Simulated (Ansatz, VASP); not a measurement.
# In: VASP beside Ansatz

```xyz
1
Lattice="3.2758 0.0000 0.0000 -1.6379 2.8369 0.0000 0.0000 0.0000 3.0792" Properties=species:S:1:pos:R:3 pbc="T T T"
In    0.0000    0.0000    0.0000
```

Alike in both runs: task relaxation of cell and atoms; functional PBE; k mesh 15 × 15 × 14; occupations fermi-dirac, width 0.1 eV; no spin polarisation.

```csv
,VASP,Ansatz
version,VASP 6.6.1,Ansatz 0.2.0
potentials or method,"VASP PAW PBE potentials, release 64 (In_d)","PAW with Ansatz's default frozen-core files, scalar-relativistic"
plane-wave cutoff (eV),600,420
valence electrons in the cell,13,13
```

Ansatz gave:

| Quantity | Value |
| --- | --- |
| relaxed volume (Å³/atom) | 28.53 |
| relaxed length of the cell vector where the two differ most in proportion (Å) | 3.096 |

Task: What did VASP give for the same quantities?

Result: Relaxed volume (Å³/atom): 28.55; relaxed length of the cell vector where the two differ most in proportion (Å): 3.097.
